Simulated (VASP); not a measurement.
TaBi (CsCl type): single point with LDA

Crystal: TaBi (CsCl type).

```
Ta Bi
1.0
     3.24671    0.00000    0.00000
     0.00000    3.24671    0.00000
     0.00000    0.00000    3.24671
Ta Bi
1 1
Direct
  0.00000 0.00000 0.00000
  0.50000 0.50000 0.50000
```

This cell differs from its parent crystal: volume scaled by 0.84.

```yaml
Program: VASP 6.6.1
Task: single point
Functional: LDA
Potentials_or_basis: VASP PAW LDA potentials, release 64 (Ta_pv, Bi_d)
Cutoff: 520 eV
k_mesh: 11 × 11 × 11
Occupations: fermi-dirac, width 0.05 eV
Spin: no spin polarisation
Dipole_correction: no
Further_INCAR_settings: ALGO = Normal; EDIFF = 1e-07; NBANDS = 20
```

| Quantity | Value |
| --- | --- |
| Pressure | 38.8 GPa |
| Band gap on the k mesh | zero (band 13 reaches 14.46 eV, above the bottom of band 14 at 11.38 eV) |

Levels at points of the mesh, in eV from the Fermi level:
```tsv
k point	band 10	band 11	band 12	band 13	band 14	band 15	band 16	band 17
(0.00, 0.00, 0.00)	-3.03	-3.03	0.88	0.88	0.88	1.87	1.87	1.87
```

It took 14 s on 1 thread of Intel(R) Xeon(R) 6975P-C (Granite Rapids) (shared host), peak memory 0.15 GiB.

Caveat: spin-orbit coupling is left out, which moves the levels of the heavy elements.
